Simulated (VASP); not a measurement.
Write the native input for VASP 6.6.1 that does the following.

```yaml
Task: single point
Functional: LDA
Potentials_or_basis: VASP PAW LDA potentials, release 64 (Zn, O)
Cutoff: 520 eV
k_mesh: 9 × 9 × 6
Occupations: gaussian, width 0.01 eV
Spin: no spin polarisation
Dipole_correction: no
Further_INCAR_settings: ALGO = Normal; EDIFF = 1e-07; NBANDS = 26
```

The structure of ZnO lies in POSCAR:

```
ZnO
1.0
    3.2494000000      0.0000000000      0.0000000000
   -1.6247000000      2.8140629471      0.0000000000
    0.0000000000      0.0000000000      5.2038000000
Zn O
2 2
Direct
    0.3333333333      0.6666666667      0.0000000000
    0.6666666667      0.3333333333      0.5000000000
    0.3333333333      0.6666666667      0.3821000000
    0.6666666667      0.3333333333      0.8821000000
```

One way to write it, as run:

INCAR

```
SYSTEM = ZnO
PREC = Accurate
ENCUT = 520
EDIFF = 1E-7
ISMEAR = 0
SIGMA = 0.01
LREAL = .False.
LASPH = .True.
NELM = 100
ALGO = Normal
ISIF = 2
LWAVE = .False.
LCHARG = .False.
NBANDS = 26
```

KPOINTS

```
regular mesh
0
Gamma
  9 9 6
  0 0 0
```

Potentials or basis: VASP PAW LDA potentials, release 64 (Zn, O).

Command:

```bash
$ cat potpaw_LDA.64/Zn/POTCAR potpaw_LDA.64/O/POTCAR > POTCAR
$ mpirun -np 1 vasp_std > vasp.out
```

Results of the run:

```
Pressure               : -6.0 GPa
Largest force          : 0.041 eV/Å
Band gap on the k mesh : 0.74 eV, direct
```

Wall time 89 s on 1 thread of Intel Xeon 6975P-C (shared host), peak memory 0.17 GiB.
